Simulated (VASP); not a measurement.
# Ta (Im-3m) in VASP: a series of runs

Ta is run at these levels: PBE; tasks: single point.

Everything below comes from runs of VASP 6.6.1. Logs are shortened: lines on timing, memory, paths and dates and some standing lists are left out, and cuts for length are marked.

### Step 1. The cell of the first run

The structure is cubic, space group Im-3m (No. 229). Conventional cell: a = 3.320 Å, b = 3.320 Å, c = 3.320 Å, α = 90.00°, β = 90.00°, γ = 90.00°. Within 3.8 Å of Ta (site symmetry m-3m) lie 14 Ta at 2.88 to 3.32 Å.

### Step 2. Single point, PBE

File INCAR:

```
PREC = Accurate ; ENCUT = 520
EDIFF = 1E-6 ; ISMEAR = -1
SIGMA = 0.1 ; LREAL = F
LASPH = T ; NELM = 100
ALGO = Normal ; ISIF = 2
LWAVE = F ; LCHARG = F
GGA = PE ; NBANDS = 12
```

File KPOINTS:

```
regular mesh
0
Gamma
  18 18 18
```

File POSCAR:

```
Ta
1.0
   -1.6600479322      1.6600479322      1.6600479322
    1.6600479322     -1.6600479322      1.6600479322
    1.6600479322      1.6600479322     -1.6600479322
Ta
1
Direct
    0.0000000000      0.0000000000      0.0000000000
```

Potentials or basis: VASP PAW PBE potentials, release 64 (Ta_pv).

On the command line:

```
> cat potpaw_PBE.64/Ta_pv/POTCAR > POTCAR
> mpirun -np 1 vasp_std > vasp.out
```

OUTCAR:

```text
PREC = Accurate
   ENCUT = 520
   EDIFF = 1E-6
   ISMEAR = -1
   LREAL = F
   LASPH = T
   NELM = 100
   ISIF = 2
   GGA = PE

 ion  position               nearest neighbor table
   1  0.000  0.000  0.000-

  LATTYP: Found a body centered cubic cell.
 ALAT       =     3.3200958644

  Lattice vectors:

 A1 = (  -1.6600479322,   1.6600479322,   1.6600479322)
 A2 = (   1.6600479322,  -1.6600479322,   1.6600479322)
 A3 = (   1.6600479322,   1.6600479322,  -1.6600479322)

Analysis of symmetry for initial positions (statically):
=====================================================================
 Subroutine PRICEL returns:
 Original cell was already a primitive cell.

 Routine SETGRP: Setting up the symmetry group for a
 body centered cubic supercell.

 Subroutine GETGRP returns: Found 48 space group operations
 (whereof 48 operations were pure point group operations)
 out of a pool of 48 trial point group operations.

The static configuration has the point symmetry O_h .

Analysis of symmetry for dynamics (positions and initial velocities):
=====================================================================
 Subroutine PRICEL returns:
 Original cell was already a primitive cell.

 Routine SETGRP: Setting up the symmetry group for a
 body centered cubic supercell.

 Subroutine GETGRP returns: Found 48 space group operations
 (whereof 48 operations were pure point group operations)
 out of a pool of 48 trial point group operations.

The dynamic configuration has the point symmetry O_h .

 Subroutine INISYM returns: Found 48 space group operations
 (whereof 48 operations are pure point group operations),
 and found     1 'primitive' translations

----------------------------------------------------------------------------------------

                                     Primitive cell

  volume of cell :      18.2988

  direct lattice vectors                    reciprocal lattice vectors
    -1.660047932  1.660047932  1.660047932     0.000000000  0.301196122  0.301196122
     1.660047932 -1.660047932  1.660047932     0.301196122  0.000000000  0.301196122
     1.660047932  1.660047932 -1.660047932     0.301196122  0.301196122  0.000000000

  length of vectors
     2.875287362  2.875287362  2.875287362     0.425955641  0.425955641  0.425955641

  position of ions in fractional coordinates (direct lattice)
     0.000000000  0.000000000  0.000000000

  ion indices of the primitive-cell ions
   primitive index   ion index
                 1           1

----------------------------------------------------------------------------------------

 KPOINTS: regular mesh

Automatic generation of k-mesh.
 Grid dimensions read from file:
 generate k-points for:   18   18   18

 Generating k-lattice:

  Cartesian coordinates                     Fractional coordinates (reciprocal lattice)
     0.000000000  0.016733118  0.016733118     0.055555556  0.000000000  0.000000000
     0.016733118  0.000000000  0.016733118     0.000000000  0.055555556  0.000000000
     0.016733118  0.016733118  0.000000000     0.000000000  0.000000000  0.055555556

  Length of vectors
     0.023664202  0.023664202  0.023664202

  Shift w.r.t. Gamma in fractional coordinates (k-lattice)
     0.000000000  0.000000000  0.000000000

 Subroutine IBZKPT returns following result:
 ===========================================

 Found    195 irreducible k-points:

 Following reciprocal coordinates:
            Coordinates               Weight
  0.000000  0.000000  0.000000      1.000000
  0.055556  0.000000  0.000000     12.000000
  0.111111  0.000000  0.000000     12.000000
  0.166667  0.000000  0.000000     12.000000
  0.222222  0.000000  0.000000     12.000000
  0.277778  0.000000  0.000000     12.000000
[... 16 lines left out ...]
  0.333333  0.111111  0.000000     48.000000
  0.388889  0.111111  0.000000     48.000000
 [... further k-points ...]
   k-points           NKPTS =    195   k-points in BZ     NKDIM =    195   number of bands    NBANDS=     12
   number of dos      NEDOS =    301   number of ions     NIONS =      1
   total plane-waves  NPLWV =  13824
   dimension x,y,z NGX =    24 NGY =   24 NGZ =   24
   dimension x,y,z NGXF=    48 NGYF=   48 NGZF=   48
   ions per type =               1
   NGX,Y,Z   is equivalent  to a cutoff of  13.88, 13.88, 13.88 a.u.
   NGXF,Y,Z  is equivalent  to a cutoff of  27.75, 27.75, 27.75 a.u.
 SYSTEM =  unknown system
   PREC   = accura    normal or accurate (medium, high low for compatibility)
   ISTART =      0    job   : 0-new  1-cont  2-samecut
   ICHARG =      2    charge: 1-file 2-atom 10-const
   ISPIN  =      1    spin polarized calculation?
   LNONCOLLINEAR =      F non collinear calculations
   LSORBIT =      F    spin-orbit coupling
   LASPH  =      T    aspherical Exc in radial PAW
   ENCUT  =  520.0 eV  38.22 Ry    6.18 a.u.   5.35  5.35  5.35*2*pi/ulx,y,z
   NELM   =    100;   NELMIN=  2; NELMDL= -5     # of ELM steps
   EDIFF  = 0.1E-05   stopping-criterion for ELM
   LREAL  =      F    real-space projection
   EDIFFG = 0.1E-04   stopping-criterion for IOM
   NSW    =      0    number of steps for IOM
   IBRION =     -1    ionic relax: 0-MD 1-quasi-New 2-CG
   NFREE  =      0    steps in history (QN), initial steepest desc. (CG)
   ISIF   =      2    stress and relaxation
   ISYM   =      2    0-nonsym 1-usesym 2-fastsym
   POTIM  = 0.5000    time-step for ionic-motion
   TEBEG  =    0.0;   TEEND  =   0.0 temperature during run
   PSTRESS=    0.0 pullay stress
   NELECT =      11.0000    total number of electrons
   NUPDOWN=      -1.0000    fix difference up-down
   EMIN   =  10.00;   EMAX   =-10.00  energy-range for DOS
   EFERMI =   0.00;   METHOD = LEGACY
   ISMEAR =    -1;   SIGMA  =   0.10  broadening in eV -4-tet -1-fermi 0-gaus
   EFERMI_NEDOS =   21; number of points for ismear=-14 and -15
   IALGO  =     38    algorithm
   IMIX   =      4    mixing-type and parameters
     AMIX     =   0.40;   BMIX     =  1.00
     AMIX_MAG =   1.60;   BMIX_MAG =  1.00
  volume/ion in A,a.u.               =      18.30       123.49
  Fermi-wavevector in a.u.,A,eV,Ry     =   1.381651  2.610942 25.972980  1.908960
  Thomas-Fermi vector in A             =   2.506416
   LORBIT       =      0    0 simple, 1 ext, 2 COOP (PROOUT), +10 PAW based schemes
   GGA     = PE    functional components
   LHFCALC =     F    Hartree Fock is set to
   AEXX    =    0.0000 exact exchange contribution
   IVDW    =     0    specifies the selected vdW correction
   LEPSILON=     F    determine dielectric tensor
   LRPA    =     F    only Hartree local field effects (RPA)
 non-spin polarized calculation
  energy-cutoff  :      520.00
  volume of cell :       18.30
 maximum number of plane-waves:       531
 NGX is ok and might be reduce to    24

 number of electron      11.0000000 magnetization

 Free energy of the ion-electron system (eV)
  ---------------------------------------------------
  ext. energy  EPLUGINS =         0.00000000
  ---------------------------------------------------
  free energy    TOTEN  =       -11.83466461 eV

  energy without entropy =      -11.79075156  energy(sigma->0) =      -11.81270809

 E-fermi :   5.3750     XC(G=0): -12.5371

 val. band max:        5.3695176196   @ k =   0.3333   0.1667   0.0556
 cond. band min:       5.3864964365   @ k =  -0.2778   0.3889   0.1111
 fundamental gap:      0.0169788170
 Fermi energy:         5.3750272062

 k-point     1 :       0.0000    0.0000    0.0000
  band No.  band energies     occupation
      1     -27.7732      2.00000
      2     -27.7732      2.00000
      3     -27.7732      2.00000
      4      -2.4965      2.00000
      5       6.0942      0.00150
      6       6.0942      0.00150
      7       6.0942      0.00150
      8       9.3114      0.00000
      9       9.3114      0.00000
     10      20.0052      0.00000
     11      20.2947      0.00000
     12      20.2947      0.00000

 k-point     2 :       0.0556    0.0000    0.0000
  band No.  band energies     occupation
      1     -27.8097      2.00000
      2     -27.7845      2.00000
      3     -27.7734      2.00000
      4      -2.3607      2.00000
      5       6.0058      0.00364
      6       6.0694      0.00193
      7       6.2268      0.00040
      8       9.1663      0.00000
      9       9.3117      0.00000
     10      20.0053      0.00000
     11      20.4174      0.00000
     12      20.5332      0.00000

 k-point     3 :       0.1111    0.0000    0.0000
  band No.  band energies     occupation
      1     -27.9136      2.00000
      2     -27.8168      2.00000
      3     -27.7739      2.00000
      4      -1.9670      2.00000
      5       5.7618      0.04095
      6       5.9642      0.00551
      7       6.6203      0.00001
      8       8.8611      0.00000
      9       9.3197      0.00000
     10      20.0049      0.00000
     11      20.7242      0.00000
     12      21.2251      0.00000
[... 286 lines left out ...]
 k-point    23 :       0.3333    0.1111    0.0000
  band No.  band energies     occupation
      1     -28.7421      2.00000
      2     -28.1265      2.00000
      3     -27.8273      2.00000
      4       1.3547      2.00000
      5       4.1111      1.99999
      6       5.4075      0.83904
      7       8.9924      0.00000
      8      10.1416      0.00000
      9      12.1247      0.00000
     10      17.6081      0.00000
     11      18.9665      0.00000
     12      20.0152      0.00000

 k-point    24 :       0.3889    0.1111    0.0000
  band No.  band energies     occupation
      1     -28.8181      2.00000
      2     -28.1642      2.00000
      3     -27.8286      2.00000
      4       1.4347      2.00000
      5       3.9795      2.00000
      6       5.9725      0.00507
      7       9.0571      0.00000
      8      10.3223      0.00000
      9      13.1046      0.00000
     10      16.6265      0.00000
     11      18.2475      0.00000
     12      20.0125      0.00000

 [... further k-points ...]
[... 5 lines left out ...]
  --------------------------------------------------------------------------------------
  -------------------------------------------------------------------------------------
  Total        0.0104117      0.0104117      0.0104117     -0.0000000      0.0000000     -0.0000000
  in kB        0.9116091      0.9116091      0.9116091     -0.0000000      0.0000000     -0.0000000
  external PRESSURE =       0.9116091 kB  Pullay stress =       0.0000000 kB

 VOLUME and BASIS-vectors are now :
 -----------------------------------------------------------------------------
  energy-cutoff  :      520.00
  volume of cell :       18.30
      direct lattice vectors                 reciprocal lattice vectors
    -1.660047932  1.660047932  1.660047932     0.000000000  0.301196122  0.301196122
     1.660047932 -1.660047932  1.660047932     0.301196122  0.000000000  0.301196122
     1.660047932  1.660047932 -1.660047932     0.301196122  0.301196122  0.000000000

 POSITION                                       TOTAL-FORCE (eV/Angst)
 -----------------------------------------------------------------------------------
      0.00000      0.00000      0.00000        -0.000000      0.000000     -0.000000
 -----------------------------------------------------------------------------------
    total drift:                                0.000000      0.000000      0.000000

  FREE ENERGIE OF THE ION-ELECTRON SYSTEM (eV)
  ---------------------------------------------------
  free  energy   TOTEN  =       -11.8346646129 eV

  energy  without entropy=      -11.7907515591  energy(sigma->0) =      -11.81270809
```

Wall time 46 s (1 thread of Intel Xeon 8259CL, shared host); peak memory 0.17 GiB.

Results:

* Free energy: -11.8347 eV
* Pressure: 0.1 GPa

Caveat: spin-orbit coupling is left out, which moves the levels of the heavy elements.

### Step 3. Single point, PBE

This run uses another cell than the first one: it holds 2 atoms, not 1.

File INCAR:

```
PREC = Accurate ; ENCUT = 520
EDIFF = 1E-6 ; ISMEAR = -1
SIGMA = 0.1 ; LREAL = False
LASPH = True ; NELM = 60
ALGO = Normal ; ISIF = 2
LWAVE = False ; LCHARG = False
GGA = PE ; NBANDS = 18
```

File KPOINTS:

```
Automatic mesh
0
Gamma
  13 13 8
```

File POSCAR:

```
Ta
1.0
   -1.6600479322      1.6600479322      1.6600479322
    1.6600479322     -1.6600479322      1.6600479322
    3.3200958644      3.3200958644      0.0000000000
Ta
2
Direct
    0.0000000000      0.0000000000      0.0000000000
    0.5000000000      0.5000000000      0.5000000000
```

Potentials or basis: VASP PAW PBE potentials, release 64 (Ta_pv).

On the command line:

```
> cat potpaw_PBE.64/Ta_pv/POTCAR > POTCAR
> mpirun -np 1 vasp_std > vasp.out
```

Wall time 2.6 min (1 thread of Intel Xeon 8259CL, shared host); peak memory 0.26 GiB.

The run converged. Its results:

```yaml
Free_energy: -23.6708 eV
Pressure: 0.3 GPa
Band_gap_on_the_k_mesh: zero (band 11 reaches 6.75 eV, above the bottom of band 12 at 4.04 eV)
```

Levels at points of the mesh, in eV from the Fermi level:
```csv
k point,band 7,band 8,band 9,band 10,band 11,band 12,band 13,band 14,band 15,band 16
"(0.00, 0.00, 0.00)",-7.86,-4.31,-1.50,0.73,0.73,0.73,1.51,3.82,3.95,3.95
"(0.00, 0.00, 0.50)",-5.60,-5.60,-0.53,-0.53,-0.08,-0.08,3.27,3.27,3.37,3.37
```

Caveat: spin-orbit coupling is left out, which moves the levels of the heavy elements.

### Step 4. Single point, PBE

This run uses another cell than the first one: it holds 2 atoms, not 1.

File INCAR:

```
SYSTEM = Ta
PREC = Accurate ; ENCUT = 520
EDIFF = 1E-6 ; ISMEAR = -1
SIGMA = 0.1 ; LREAL = .FALSE.
LASPH = .TRUE. ; NELM = 60
ALGO = Normal ; ISIF = 2
LWAVE = .FALSE. ; LCHARG = .TRUE.
GGA = PE ; LELF = .TRUE.
LVHAR = .TRUE. ; NBANDS = 18
```

File KPOINTS:

```
regular mesh
0
G
  13 13 8
  0 0 0
```

POSCAR is that of step 3.

On the command line:

```
> cat potpaw_PBE.64/Ta_pv/POTCAR > POTCAR
> mpirun -np 1 vasp_std > vasp.out
```

Run time: 2.7 min. Hardware: 1 thread of Intel Xeon 8259CL, shared host; peak memory 0.26 GiB.

It converged, with:

```yaml
Free_energy: -23.6708 eV
Pressure: 0.3 GPa
Band_gap_on_the_k_mesh: zero (band 11 reaches 6.75 eV, above the bottom of band 12 at 4.04 eV)
```

Levels at points of the mesh, in eV from the Fermi level:
```tsv
k point	band 7	band 8	band 9	band 10	band 11	band 12	band 13	band 14	band 15	band 16
(0.00, 0.00, 0.00)	-7.86	-4.31	-1.50	0.73	0.73	0.73	1.51	3.82	3.95	3.95
(0.00, 0.00, 0.50)	-5.60	-5.60	-0.53	-0.53	-0.08	-0.08	3.27	3.27	3.37	3.37
```

Caveat: spin-orbit coupling is left out, which moves the levels of the heavy elements.
